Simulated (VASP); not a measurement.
# C: single point with PBE

C:

```
C
1.0
     0.00000    1.78337    1.78337
     1.78337    0.00000    1.78337
     1.78337    1.78337    0.00000
C
2
Direct
  0.75000 0.75000 0.75000
  0.50000 0.50000 0.50000
```

```json
{"Program": "VASP 6.6.1", "Task": "single point", "Functional": "PBE", "Potentials or basis": "VASP PAW PBE potentials, release 64 (C)", "Cutoff": "520 eV", "k mesh": "8 × 8 × 8", "Occupations": "fermi-dirac, width 0.02 eV", "Spin": "no spin polarisation", "Dipole correction": "no", "Further INCAR settings": "ALGO = Normal; EDIFF = 1e-06; NBANDS = 11"}
```

```
Pressure               : 2.5 GPa
Band gap on the k mesh : 4.13 eV, indirect (least direct gap 5.59 eV)
```

Levels at points of the mesh, in eV from the valence-band top:
```csv
k point,band 2,band 3,band 4,band 5,band 6,band 7
"(0.00, 0.00, 0.00)",0.00,0.00,0.00,5.59,5.59,5.59
"(0.50, 0.00, 0.00)",-13.37,-2.80,-2.80,8.46,8.46,8.85
"(0.50, 0.50, 0.00)",-12.76,-6.30,-6.30,4.76,4.76,16.81
```

Wall time 3.9 s on 1 thread of AMD EPYC 7R13 Processor (Zen 3), on a shared host, peak memory 0.08 GiB.

A k mesh can miss the band edges. A hybrid or GW would open this gap; PBE tends to underestimate it.
